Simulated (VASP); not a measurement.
Here is a VASP 6.6.1 calculation.

File INCAR:

```
PREC     = Accurate       # precision mode
ENCUT    = 520            # plane-wave cutoff, eV
EDIFF    = 1E-6           # SCF threshold, eV
ISMEAR   = 0              # smearing method
SIGMA    = 0.05           # smearing width, eV
LREAL    = False          # projectors in reciprocal space
LASPH    = True           # aspherical terms in the spheres
NELM     = 60             # most SCF steps
ALGO     = Normal         # electronic algorithm
ISIF     = 2              # what is computed and relaxed
LWAVE    = False          # write WAVECAR
LCHARG   = False          # write CHGCAR
GGA      = PS             # functional
NBANDS   = 18             # bands
```

Contents of KPOINTS:

```
regular mesh
0
Gamma
  10 10 10
```

File POSCAR:

```
HfO2
1.0
    0.0000000000      2.5575000000      2.5575000000
    2.5575000000      0.0000000000      2.5575000000
    2.5575000000      2.5575000000      0.0000000000
Hf O
1 2
Direct
    0.0000000000      0.0000000000      0.0000000000
    0.2500000000      0.2500000000      0.2500000000
    0.7500000000      0.7500000000      0.7500000000
```

Potentials or basis: VASP PAW PBE potentials, release 64 (Hf_pv, O).

Command:

```sh
$ cat potpaw_PBE.64/Hf_pv/POTCAR potpaw_PBE.64/O/POTCAR > POTCAR
$ mpirun -np 1 vasp_std > vasp.out
```

Predict the band gap on the k mesh.

3.60 eV, direct.

Predict the pressure.

-13.5 GPa.

Caveat: the PAW data sets were made with another functional, which shifts forces and pressure a little; spin-orbit coupling is left out, which moves the levels of the heavy elements. A k mesh can miss the band edges.
